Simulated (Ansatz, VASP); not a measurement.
# Two plane-wave programs on ZnS

```xyz
2
Lattice="0.0000 2.6945 2.6945 2.6945 0.0000 2.6945 2.6945 2.6945 0.0000" Properties=species:S:1:pos:R:3 pbc="T T T"
Zn    1.3473    1.3473    1.3473
S     0.0000    0.0000    0.0000
```

Alike in both runs: functional r2SCAN; k mesh 8 × 8 × 8; occupations gaussian, width 0.02 eV; no spin polarisation.

Ansatz relaxed the structure, and its values are those at the end. VASP's run is a single point on that final structure, the one shown.

|  | VASP | Ansatz |
| --- | --- | --- |
| version | VASP 6.6.1 | Ansatz 0.2.0 |
| potentials or method | VASP PAW PBE potentials, release 64 (Zn, S), cutoff 520 eV | scalar-relativistic, plane waves, PAW |
| valence electrons in the cell | 18 | 18 |

Ansatz gave:

```
gap on the k mesh at the Fermi level (eV) : 2.70
least direct gap on the mesh (eV)         : 2.70
pressure (GPa)                            : 0.0
```

What did VASP give for the same quantities?

gap on the k mesh at the Fermi level (eV): 2.71; least direct gap on the mesh (eV): 2.71; pressure (GPa): 0.0.

VASP's potentials were made for PBE, not for r2SCAN. With one functional, cell and mesh, what is left measures potentials, basis and numerics.
